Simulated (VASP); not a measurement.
Al2Pt, 3 atoms in the cell. The structure is cubic, space group Fm-3m (No. 225). The conventional cell has a = 5.910 Å, b = 5.910 Å, c = 5.910 Å, α = 90.00°, β = 90.00°, γ = 90.00°. Within 3.4 Å of Al (site symmetry -43m) lie 4 Pt at 2.56 Å and 6 Al at 2.96 Å. Within 3.4 Å of Pt (site symmetry m-3m) lie 8 Al at 2.56 Å. 

```yaml
Program: VASP 6.6.1
Task: electric field gradients
Functional: LDA
Potentials_or_basis: VASP PAW LDA potentials, release 64 (Al, Pt)
Cutoff: 520 eV
k_mesh: 12 × 12 × 12
Occupations: fermi-dirac, width 0.08 eV
Spin: no spin polarisation
Dipole_correction: no
Further_INCAR_settings: ALGO = Normal; EDIFF = 1e-08; NBANDS = 15
```

Potentials or basis: VASP PAW LDA potentials, release 64 (Al, Pt).

Run with:

```bash
$ cat potpaw_LDA.64/Al/POTCAR potpaw_LDA.64/Pt/POTCAR > POTCAR
$ mpirun -np 1 vasp_std > vasp.out
```

Hardware: 1 thread of AMD EPYC 9R14 (Zen 4) (shared host).

Task: How long does it take, and how much memory?

Result: It took 32 s on 1 thread of AMD EPYC 9R14 (Zen 4), with other jobs on the host, peak memory 0.16 GiB. Counts: scf iterations 14, k points 72.
